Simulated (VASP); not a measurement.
A run of VASP 6.6.1 is set up as follows.

Contents of INCAR:

```
  PREC = Accurate
  ENCUT = 600
  EDIFF = 1E-6
  ISMEAR = 0
  SIGMA = 0.1
  LREAL = False
  LASPH = True
  NELM = 150
  ALGO = Normal
  ISIF = 3
  LWAVE = False
  LCHARG = False
  ISPIN = 2
  MAGMOM = 2.24 0 0 0
  LORBIT = 11
  LMAXMIX = 4
  GGA = PE
  IBRION = 2
  NSW = 90
  EDIFFG = -0.04
```

Contents of KPOINTS:

```
Automatic mesh
0
Gamma
  4 4 4
```

The input POSCAR:

```
WS3
1.0
    4.2608321328      0.0000000000      0.0000000000
    0.0000000000      4.2608321328      0.0000000000
    0.0000000000      0.0000000000      4.2608321328
W S
1 3
Direct
    0.0000000000      0.0000000000      0.0000000000
    0.0000000000      0.5000000000      0.5000000000
    0.5000000000      0.0000000000      0.5000000000
    0.5000000000      0.5000000000      0.0000000000
```

Potentials or basis: VASP PAW PBE potentials, release 64 (W_sv, S).

Run with:

```bash
$ cat potpaw_PBE.64/W_sv/POTCAR potpaw_PBE.64/S/POTCAR > POTCAR
$ mpirun -np 1 vasp_std > vasp.out
```

(1) Predict the band gap on the k mesh.

(2) Estimate the space group after relaxing (to 0.1 Å).

## Answers

(1) zero (filled and empty bands overlap).

(2) Pm-3m (No. 221).

Caveat: spin-orbit coupling is left out, which moves the levels of the heavy elements.
